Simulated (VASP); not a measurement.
A run of VASP 6.6.1:

The input INCAR:

```
ALGO = Normal
EDIFF = 1E-6
EDIFFG = -0.01
ENCUT = 600
GGA = PE
IBRION = 2
ISIF = 3
ISMEAR = 0
LASPH = True
LCHARG = False
LREAL = False
LWAVE = False
NELM = 100
NSW = 100
PREC = Accurate
SIGMA = 0.1
```

KPOINTS

```
k-points
0
Gamma
  12 12 16
```

Contents of POSCAR:

```
TeP2
1.0
    5.0201421351      0.0000000000      0.0000000000
   -2.5100710675      4.3475706196      0.0000000000
    0.0000000000      0.0000000000      2.8627285402
Te P
1 2
Direct
    0.0000000000      0.0000000000      0.0000000000
    0.3333333333      0.6666666667      0.0000000000
    0.6666666667      0.3333333333      0.0000000000
```

Potentials or basis: VASP PAW PBE potentials, release 64 (Te, P).

Run with:

```console
$ cat potpaw_PBE.64/Te/POTCAR potpaw_PBE.64/P/POTCAR > POTCAR
$ mpirun -np 1 vasp_std > vasp.out
```

Hardware: 1 thread of Intel(R) Xeon(R) Platinum 8559C (Emerald Rapids), on a shared host.

Problem. How long does it take, and how much memory?

Solution. It took 58 s on 1 thread of Intel(R) Xeon(R) Platinum 8559C (Emerald Rapids), on a shared host, peak memory 0.3 GiB. Counts: scf iterations 17, k points 171, ion steps 2.
